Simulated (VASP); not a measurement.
# Pt (Fm-3m) in VASP: single point with PBE

Aim: the single point of Pt with PBE.

All numbers are computed with VASP 6.6.1; they aren't measurements. Logs are shortened: lines on timing, memory, paths and dates and some standing lists are left out, and cuts for length are marked.

## (1) The cell of the first run

It takes space group Fm-3m (No. 225, cubic). Conventional cell: a = 3.922 Å, b = 3.922 Å, c = 3.922 Å, α = 90.00°, β = 90.00°, γ = 90.00°. Within 3.7 Å of Pt (site symmetry m-3m) lie 12 Pt at 2.77 Å.

## (2) Single point, PBE

INCAR reads:

```
PREC = Accurate ; ENCUT = 500
EDIFF = 1E-6 ; ISMEAR = 0
SIGMA = 0.15 ; LREAL = False
LASPH = True ; NELM = 120
ALGO = Normal ; ISIF = 2
LWAVE = False ; LCHARG = False
GGA = PE ; NBANDS = 11
GGA_COMPAT = False
```

KPOINTS reads:

```
regular mesh
0
Gamma
  13 13 13
```

POSCAR reads:

```
Pt
1.0
    2.7731310000      0.0000000000      0.0000000000
    1.3865655000      2.4016018940      0.0000000000
    1.3865655000      0.8005339647      2.2642519800
Pt
1
Direct
    0.0000000000      0.0000000000      0.0000000000
```

Potentials or basis: VASP PAW PBE potentials, release 64 (Pt).

Started as:

```bash
cat potpaw_PBE.64/Pt/POTCAR > POTCAR
mpirun -np 1 vasp_std > vasp.out
```

OUTCAR:

```text
PREC = Accurate
   ENCUT = 500
   EDIFF = 1E-6
   ISMEAR = 0
   LREAL = False
   LASPH = True
   NELM = 120
   ISIF = 2
   GGA = PE

 ion  position               nearest neighbor table
   1  0.000  0.000  0.000-

  LATTYP: Found a face centered cubic cell.
 ALAT       =     3.9217994704

  Lattice vectors:

 A1 = (   2.7731310000,   0.0000000000,   0.0000000000)
 A2 = (   1.3865655000,   2.4016018940,   0.0000000000)
 A3 = (   1.3865655000,   0.8005339647,   2.2642519800)

Analysis of symmetry for initial positions (statically):
=====================================================================
 Subroutine PRICEL returns:
 Original cell was already a primitive cell.

 Routine SETGRP: Setting up the symmetry group for a
 face centered cubic supercell.

 Subroutine GETGRP returns: Found 48 space group operations
 (whereof 48 operations were pure point group operations)
 out of a pool of 48 trial point group operations.

The static configuration has the point symmetry O_h .

Analysis of symmetry for dynamics (positions and initial velocities):
=====================================================================
 Subroutine PRICEL returns:
 Original cell was already a primitive cell.

 Routine SETGRP: Setting up the symmetry group for a
 face centered cubic supercell.

 Subroutine GETGRP returns: Found 48 space group operations
 (whereof 48 operations were pure point group operations)
 out of a pool of 48 trial point group operations.

The dynamic configuration has the point symmetry O_h .

 Subroutine INISYM returns: Found 48 space group operations
 (whereof 48 operations are pure point group operations),
 and found     1 'primitive' translations

----------------------------------------------------------------------------------------

                                     Primitive cell

  volume of cell :      15.0798

  direct lattice vectors                    reciprocal lattice vectors
     2.773131000  0.000000000  0.000000000     0.360603232 -0.208194373 -0.147215653
     1.386565500  2.401601894  0.000000000     0.000000000  0.416388746 -0.147215653
     1.386565500  0.800533965  2.264251980     0.000000000  0.000000000  0.441646958

  length of vectors
     2.773131000  2.773131000  2.773131000     0.441646958  0.441646958  0.441646958

  position of ions in fractional coordinates (direct lattice)
     0.000000000  0.000000000  0.000000000

  ion indices of the primitive-cell ions
   primitive index   ion index
                 1           1

----------------------------------------------------------------------------------------

 KPOINTS: regular mesh

Automatic generation of k-mesh.
 Grid dimensions read from file:
 generate k-points for:   13   13   13

 Generating k-lattice:

  Cartesian coordinates                     Fractional coordinates (reciprocal lattice)
     0.027738710 -0.016014952 -0.011324281     0.076923077 -0.000000000 -0.000000000
     0.000000000  0.032029904 -0.011324281     0.000000000  0.076923077 -0.000000000
     0.000000000  0.000000000  0.033972843     0.000000000  0.000000000  0.076923077

  Length of vectors
     0.033972843  0.033972843  0.033972843

  Shift w.r.t. Gamma in fractional coordinates (k-lattice)
     0.000000000  0.000000000  0.000000000

 Subroutine IBZKPT returns following result:
 ===========================================

 Found     84 irreducible k-points:

 Following reciprocal coordinates:
            Coordinates               Weight
  0.000000  0.000000  0.000000      1.000000
  0.076923 -0.000000 -0.000000      8.000000
  0.153846 -0.000000  0.000000      8.000000
  0.230769 -0.000000 -0.000000      8.000000
  0.307692 -0.000000  0.000000      8.000000
  0.384615 -0.000000 -0.000000      8.000000
[... 16 lines left out ...]
  0.384615  0.153846  0.000000     24.000000
  0.461538  0.153846  0.000000     24.000000
 [... further k-points ...]
   k-points           NKPTS =     84   k-points in BZ     NKDIM =     84   number of bands    NBANDS=     11
   number of dos      NEDOS =    301   number of ions     NIONS =      1
   total plane-waves  NPLWV =   8000
   dimension x,y,z NGX =    20 NGY =   20 NGZ =   20
   dimension x,y,z NGXF=    40 NGYF=   40 NGZF=   40
   ions per type =               1
   NGX,Y,Z   is equivalent  to a cutoff of  11.99, 11.99, 11.99 a.u.
   NGXF,Y,Z  is equivalent  to a cutoff of  23.98, 23.98, 23.98 a.u.
 SYSTEM =  unknown system
   PREC   = accura    normal or accurate (medium, high low for compatibility)
   ISTART =      0    job   : 0-new  1-cont  2-samecut
   ICHARG =      2    charge: 1-file 2-atom 10-const
   ISPIN  =      1    spin polarized calculation?
   LNONCOLLINEAR =      F non collinear calculations
   LSORBIT =      F    spin-orbit coupling
   LASPH  =      T    aspherical Exc in radial PAW
   ENCUT  =  500.0 eV  36.75 Ry    6.06 a.u.   5.06  5.06  5.06*2*pi/ulx,y,z
   NELM   =    120;   NELMIN=  2; NELMDL= -5     # of ELM steps
   EDIFF  = 0.1E-05   stopping-criterion for ELM
   LREAL  =      F    real-space projection
   EDIFFG = 0.1E-04   stopping-criterion for IOM
   NSW    =      0    number of steps for IOM
   IBRION =     -1    ionic relax: 0-MD 1-quasi-New 2-CG
   NFREE  =      0    steps in history (QN), initial steepest desc. (CG)
   ISIF   =      2    stress and relaxation
   ISYM   =      2    0-nonsym 1-usesym 2-fastsym
   POTIM  = 0.5000    time-step for ionic-motion
   TEBEG  =    0.0;   TEEND  =   0.0 temperature during run
   PSTRESS=    0.0 pullay stress
   NELECT =      10.0000    total number of electrons
   NUPDOWN=      -1.0000    fix difference up-down
   EMIN   =  10.00;   EMAX   =-10.00  energy-range for DOS
   EFERMI =   0.00;   METHOD = LEGACY
   ISMEAR =     0;   SIGMA  =   0.15  broadening in eV -4-tet -1-fermi 0-gaus
   EFERMI_NEDOS =   21; number of points for ismear=-14 and -15
   IALGO  =     38    algorithm
   IMIX   =      4    mixing-type and parameters
     AMIX     =   0.40;   BMIX     =  1.00
     AMIX_MAG =   1.60;   BMIX_MAG =  1.00
  volume/ion in A,a.u.               =      15.08       101.76
  Fermi-wavevector in a.u.,A,eV,Ry     =   1.427610  2.697791 27.729613  2.038069
  Thomas-Fermi vector in A             =   2.547761
   LORBIT       =      0    0 simple, 1 ext, 2 COOP (PROOUT), +10 PAW based schemes
   GGA     = PE    functional components
   LHFCALC =     F    Hartree Fock is set to
   AEXX    =    0.0000 exact exchange contribution
   IVDW    =     0    specifies the selected vdW correction
   LEPSILON=     F    determine dielectric tensor
   LRPA    =     F    only Hartree local field effects (RPA)
 non-spin polarized calculation
 Gauss-broadening in eV      SIGMA  =   0.15
  energy-cutoff  :      500.00
  volume of cell :       15.08
 maximum number of plane-waves:       388
   NGX = 11   NGY = 11   NGZ = 11

 number of electron      10.0000001 magnetization

 Free energy of the ion-electron system (eV)
  ---------------------------------------------------
  ext. energy  EPLUGINS =         0.00000000
  ---------------------------------------------------
  free energy    TOTEN  =        -6.08607945 eV

  energy without entropy =       -6.06157511  energy(sigma->0) =       -6.07382728

 E-fermi :  11.2543     XC(G=0): -13.4930

 val. band max:       11.2412587729   @ k =   0.4615  -0.0000   0.0000
 cond. band min:      11.2590991697   @ k =  -0.4615   0.3077   0.0769
 fundamental gap:      0.0178403968
 Fermi energy:        11.2542500760

 k-point     1 :       0.0000    0.0000    0.0000
  band No.  band energies     occupation
      1       1.0492      2.00000
      2       7.4717      2.00000
      3       7.4717      2.00000
      4       7.4717      2.00000
      5       9.6255      2.00000
      6       9.6255      2.00000
      7      25.9075      0.00000
      8      30.8735      0.00000
      9      30.8735      0.00000
     10      30.8735      0.00000
     11      36.2201      0.00000

 k-point     2 :       0.0769   -0.0000   -0.0000
  band No.  band energies     occupation
      1       1.2864      2.00000
      2       7.3678      2.00000
      3       7.5646      2.00000
      4       7.5646      2.00000
      5       9.5749      2.00000
      6       9.5749      2.00000
      7      26.2734      0.00000
      8      29.7094      0.00000
      9      31.2385      0.00000
     10      31.2385      0.00000
     11      37.4547      0.00000

 k-point     3 :       0.1538   -0.0000    0.0000
  band No.  band energies     occupation
      1       1.9534      2.00000
      2       7.1440      2.00000
      3       7.7686      2.00000
      4       7.7686      2.00000
      5       9.5148      2.00000
      6       9.5148      2.00000
      7      27.1513      0.00000
      8      27.5861      0.00000
      9      32.2668      0.00000
     10      32.2668      0.00000
     11      36.6345      0.00000

 k-point     4 :       0.2308   -0.0000   -0.0000
  band No.  band energies     occupation
      1       2.8709      2.00000
      2       7.0675      2.00000
      3       7.8600      2.00000
      4       7.8600      2.00000
      5       9.6978      2.00000
      6       9.6978      2.00000
      7      25.2103      0.00000
      8      27.7124      0.00000
      9      33.6655      0.00000
     10      33.6655      0.00000
     11      34.8421      0.00000
[... 239 lines left out ...]
 k-point    22 :       0.3077    0.1538    0.0000
  band No.  band energies     occupation
      1       3.8698      2.00000
      2       6.3379      2.00000
      3       7.7013      2.00000
      4       8.4712      2.00000
      5       9.8043      2.00000
      6      10.5489      2.00000
      7      24.8928      0.00000
      8      28.5325      0.00000
      9      29.7477      0.00000
     10      31.3739      0.00000
     11      35.5511      0.00000

 k-point    23 :       0.3846    0.1538    0.0000
  band No.  band energies     occupation
      1       4.4454      2.00000
      2       6.7626      2.00000
      3       7.3476      2.00000
      4       8.3321      2.00000
      5      11.0528      1.94243
      6      11.0958      1.86477
      7      21.8184      0.00000
      8      27.5155      0.00000
      9      29.1007      0.00000
     10      31.0426      0.00000
     11      37.3416      0.00000

 k-point    24 :       0.4615    0.1538    0.0000
  band No.  band energies     occupation
      1       4.5898      2.00000
      2       6.9420      2.00000
      3       7.8447      2.00000
      4       8.1442      2.00000
      5      11.3532      0.35091
      6      12.7305      0.00000
      7      18.8469      0.00000
      8      26.7160      0.00000
      9      28.7951      0.00000
     10      29.7885      0.00000
     11      38.2723      0.00000

 [... further k-points ...]
[... 5 lines left out ...]
  --------------------------------------------------------------------------------------
  -------------------------------------------------------------------------------------
  Total        0.9029619      0.9029619      0.9029619     -0.0000000      0.0000000      0.0000000
  in kB       95.9364996     95.9364996     95.9364996     -0.0000000      0.0000000      0.0000000
  external PRESSURE =      95.9364996 kB  Pullay stress =       0.0000000 kB

 VOLUME and BASIS-vectors are now :
 -----------------------------------------------------------------------------
  energy-cutoff  :      500.00
  volume of cell :       15.08
      direct lattice vectors                 reciprocal lattice vectors
     2.773131000  0.000000000  0.000000000     0.360603232 -0.208194373 -0.147215653
     1.386565500  2.401601894  0.000000000     0.000000000  0.416388746 -0.147215653
     1.386565500  0.800533965  2.264251980     0.000000000  0.000000000  0.441646958

 POSITION                                       TOTAL-FORCE (eV/Angst)
 -----------------------------------------------------------------------------------
      0.00000      0.00000      0.00000         0.000000      0.000000      0.000000
 -----------------------------------------------------------------------------------
    total drift:                                0.000000      0.000000      0.000000

  FREE ENERGIE OF THE ION-ELECTRON SYSTEM (eV)
  ---------------------------------------------------
  free  energy   TOTEN  =        -6.0860794468 eV

  energy  without entropy=       -6.0615751099  energy(sigma->0) =       -6.07382728
```

Run time: 4.4 s. Hardware: 1 thread of Intel Xeon 6975P-C (Granite Rapids), shared host; peak memory 0.13 GiB.

Results:

```yaml
Free_energy: -6.0861 eV
Pressure: 9.6 GPa
Band_gap_on_the_k_mesh: zero (band 5 reaches 11.68 eV, above the bottom of band 6 at 9.51 eV)
```

Caveat: spin-orbit coupling is left out, which moves the levels of the heavy elements.
